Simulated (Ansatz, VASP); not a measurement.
Two plane-wave programs on ZnC2

INCAR

```
SYSTEM = ZnC2
PREC = Accurate
ENCUT = 600
EDIFF = 1E-7
ISMEAR = 0
SIGMA = 0.1
LREAL = .False.
LASPH = .True.
NELM = 80
ALGO = Normal
ISIF = 3
LWAVE = .False.
LCHARG = .False.
GGA = PE
IBRION = 2
NSW = 100
EDIFFG = -0.01
```

The input KPOINTS:

```
regular mesh
0
Gamma
  24 24 6
  0 0 0
```

POSCAR

```
ZnC2
1.0
    2.4824408885      0.0000000000      0.0000000000
   -1.2412204442      2.1498568729      0.0000000000
    0.0000000000      0.0000000000      9.0869506088
Zn C
1 2
Direct
    0.0000000000      0.0000000000      0.0000000000
    0.3333333333      0.6666666667      0.5000000000
    0.6666666667      0.3333333333      0.5000000000
```

Input for Ansatz:

```yaml
crystal:
  lattice:
    - [2.4824408885, 0.0, 0.0]
    - [-1.2412204442, 2.1498568729, 0.0]
    - [0.0, 0.0, 9.0869506088]
  atoms:
    - { symbol: Zn, position: [0.0, 0.0, 0.0] }
    - { symbol: C, position: [0.3333333333, 0.6666666667, 0.5] }
    - { symbol: C, position: [0.6666666667, 0.3333333333, 0.5] }
basis:
  ecutwfc: 420
kpoints:
  mp_grid: { grid: [24, 24, 6] }
hamiltonian:
  xc: pbe
scf:
  occupations: { method: gaussian, width: 0.1 }
output:
  forces: true
  stress: true
  eigenvalues: true
relax:
  adjacent_minimum: "off"
  f_tol: 0.01
  max_steps: 80
  cell: { stress_tol: 0.05 }
```

Alike in both runs: task relaxation of cell and atoms; functional PBE; k mesh 24 × 24 × 6; occupations gaussian, width 0.1 eV; no spin polarisation.

|  | VASP | Ansatz |
| --- | --- | --- |
| version | VASP 6.6.1 | Ansatz 0.2.0 |
| potentials or method | VASP PAW PBE potentials, release 64 (Zn, C), cutoff 600 eV | scalar-relativistic, plane waves, PAW |
| valence electrons in the cell | 20 | 20 |

|  | VASP | Ansatz | Ansatz less VASP |
| --- | --- | --- | --- |
| gap on the k mesh at the Fermi level, each at its own relaxed structure (eV) | none | none | - |
| relaxed volume (Å³/atom) | 16.18 | 16.17 | -0.012 |
| relaxed length of the cell vector where the two differ most in proportion (Å) | 2.484 | 2.482 | -0.0011 |

A gap of «none» marks a metal or a gap that the smearing closes.
